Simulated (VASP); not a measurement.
Crystal: AlN.

```xyz
4
Lattice="3.3145 0.0000 0.0000 -1.6572 2.8704 0.0000 0.0000 0.0000 4.1862" Properties=species:S:1:pos:R:3 pbc="T T T"
Al    0.0000    1.9136    1.0466
Al    1.6572    0.9568    3.1397
N     1.6572    0.9568    1.0466
N     0.0000    1.9136    3.1397
```

* Program: VASP 6.6.1
* Task: relaxation of cell and atoms
* Functional: PBEsol
* Potentials or basis: VASP PAW PBE potentials, release 64 (Al, N)
* Cutoff: 600 eV
* k mesh: 12 × 12 × 6
* Occupations: fermi-dirac, width 0.02 eV
* Spin: no spin polarisation

At the start: pressure -4.0 GPa; volume 9.96 Å³/atom.

Problem. How do energy, volume and symmetry change on relaxing?

Solution. Over 8 steps the energy falls by 2.5 meV/atom and the volume is 9.76 Å³/atom (-1.9 %); space group P6_3/mmc (No. 194, to 0.05 Å).

The path:
| step | energy change (eV) | largest force (eV/Å) | pressure (GPa) | volume (Å³) |
| --- | --- | --- | --- | --- |
| 1 | 0.0000 | 0.0000 | -3.96 | 39.83 |
| 2 | -0.0020 | 0.0000 | 3.77 | 38.42 |
| 3 | -0.0094 | 0.0000 | 0.02 | 39.08 |
| 4 | -0.0094 | 0.0000 | 0.11 | 39.06 |
| 5 | -0.0099 | 0.0000 | 0.10 | 39.05 |
| 6 | -0.0100 | 0.0000 | 0.09 | 39.04 |
| 7 | -0.0100 | 0.0000 | -0.10 | 39.07 |
| 8 | -0.0101 | 0.0000 | 0.00 | 39.05 |

Final structure:
```
Al N
1.0
     3.30087    0.00000    0.00000
    -1.65044    2.85864    0.00000
     0.00000    0.00000    4.13870
Al N
2 2
Cartesian
  0.0000 1.9058 1.0347
  1.6504 0.9529 3.1040
  1.6504 0.9529 1.0347
  0.0000 1.9058 3.1040
```

Caveat: the PAW data sets were made with another functional, which shifts forces and pressure a little.
